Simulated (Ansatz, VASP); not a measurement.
TiB2 in VASP and in Ansatz

```
Ti B
1.0
     3.03214    0.00000    0.00000
    -1.51607    2.62591    0.00000
     0.00000    0.00000    3.22339
Ti B
1 2
Cartesian
  0.0000 0.0000 0.0000
  0.0000 1.7506 1.6117
  1.5161 0.8753 1.6117
```

Alike in both runs: task single point; functional PBE; k mesh 15 × 15 × 14; occupations gaussian, width 0.1 eV; no spin polarisation.

|  | VASP | Ansatz |
| --- | --- | --- |
| version | VASP 6.6.1 | Ansatz 0.2.0 |
| potentials or method | VASP PAW PBE potentials, release 64 (Ti_sv, B), cutoff 520 eV | scalar-relativistic, plane waves, PAW |
| valence electrons in the cell | 18 | 18 |

```tsv
	VASP	Ansatz	Ansatz less VASP
gap on the k mesh at the Fermi level (eV)	none	none	-
pressure (GPa)	0.2	0.0	-0.18
```

A gap of «none» marks a metal or a gap that the smearing closes.
